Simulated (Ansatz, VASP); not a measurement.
# One calculation of Ge, two programs

```xyz
2
Lattice="0.0000 2.8806 2.8806 2.8806 0.0000 2.8806 2.8806 2.8806 0.0000" Properties=species:S:1:pos:R:3 pbc="T T T"
Ge    0.0000    0.0000    0.0000
Ge    1.4403    1.4403    1.4403
```

Alike in both runs: functional PBE; k mesh 12 × 12 × 12; occupations gaussian, width 0.1 eV; no spin polarisation.

Ansatz relaxed the structure, and its values are those at the end. VASP's run is a single point on that final structure, the one shown.

```csv
,VASP,Ansatz
version,VASP 6.6.1,Ansatz 0.2.0
potentials or method,"VASP PAW PBE potentials, release 64 (Ge_d), cutoff 520 eV","scalar-relativistic, plane waves, PAW"
valence electrons in the cell,28,28
```

|  | VASP | Ansatz | Ansatz less VASP |
| --- | --- | --- | --- |
| gap on the k mesh at the Fermi level (eV) | none | none | - |
| pressure (GPa) | -0.1 | 0.0 | +0.06 |

A gap of «none» marks a metal or a gap that the smearing closes. With one functional, cell and mesh, what is left measures potentials, basis and numerics.
